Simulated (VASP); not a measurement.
The system is TiSe2.

```xyz
3
Lattice="3.5360 0.0000 0.0000 -1.7680 3.0623 0.0000 0.0000 0.0000 6.0040" Properties=species:S:1:pos:R:3 pbc="T T T"
Ti    0.0000    0.0000    0.0000
Se    0.0000    2.0415    1.5322
Se    1.7680    1.0208    4.4718
```

| Quantity | Value |
| --- | --- |
| Program | VASP 6.6.1 |
| Task | relaxation of cell and atoms |
| Functional | r2SCAN |
| Potentials or basis | VASP PAW PBE potentials, release 64 (Ti_sv, Se) |
| Cutoff | 550 eV |
| k mesh | 10 × 10 × 6 |
| Occupations | fermi-dirac, width 0.1 eV |
| Spin | no spin polarisation |

At the start: pressure 1.1 GPa; volume 21.67 Å³/atom.

**Question.** Where does the relaxation end?

**Answer.** Over 20 steps the energy falls by 7.4 meV/atom and the volume is 23.09 Å³/atom (+6.6 %); space group P-3m1 (No. 164, to 0.1 Å) before and after.

The path:
| step | energy change (eV) | largest force (eV/Å) | pressure (GPa) | volume (Å³) |
| --- | --- | --- | --- | --- |
| 1 | 0.0000 | 0.1406 | 1.09 | 65.01 |
| 2 | -0.0055 | 0.2629 | -0.43 | 66.40 |
| 3 | -0.0055 | 0.2604 | -0.40 | 66.37 |
| 4 | -0.0107 | 0.1408 | -0.17 | 66.76 |
| 5 | -0.0129 | 0.0078 | 0.10 | 67.19 |
| 6 | -0.0161 | 0.0111 | 0.07 | 67.53 |
| 7 | -0.0214 | 0.0249 | 0.03 | 68.55 |
| 8 | -0.0218 | 0.0321 | 0.02 | 68.90 |
| 9 | -0.0218 | 0.0329 | 0.02 | 68.93 |
| 10 | -0.0221 | 0.0041 | 0.08 | 69.14 |
| 11 | -0.0221 | 0.0096 | 0.09 | 69.18 |
| 12 | -0.0219 | 0.0246 | -0.23 | 69.54 |
| 13 | -0.0221 | 0.0003 | 0.00 | 69.28 |
| 14 | -0.0221 | 0.0002 | 0.00 | 69.28 |
| 15 | -0.0221 | 0.0019 | -0.02 | 69.30 |
| 16 | -0.0221 | 0.0005 | -0.01 | 69.28 |
| 17 | -0.0221 | 0.0024 | 0.03 | 69.26 |
| 18 | -0.0221 | 0.0010 | 0.01 | 69.27 |
| 19 | -0.0221 | 0.0007 | 0.01 | 69.27 |
| 20 | -0.0221 | 0.0017 | 0.00 | 69.28 |

Final structure:
```
CELL_PARAMETERS angstrom
3.56001 0.00000 0.00000
-1.78001 3.08306 0.00000
0.00000 0.00000 6.31183
ATOMIC_POSITIONS crystal
Ti 0.00000 0.00000 0.00000
Se 0.33333 0.66667 0.24099
Se 0.66667 0.33333 0.75901
```

Caveat: the PAW data sets were made with another functional, which shifts forces and pressure a little.
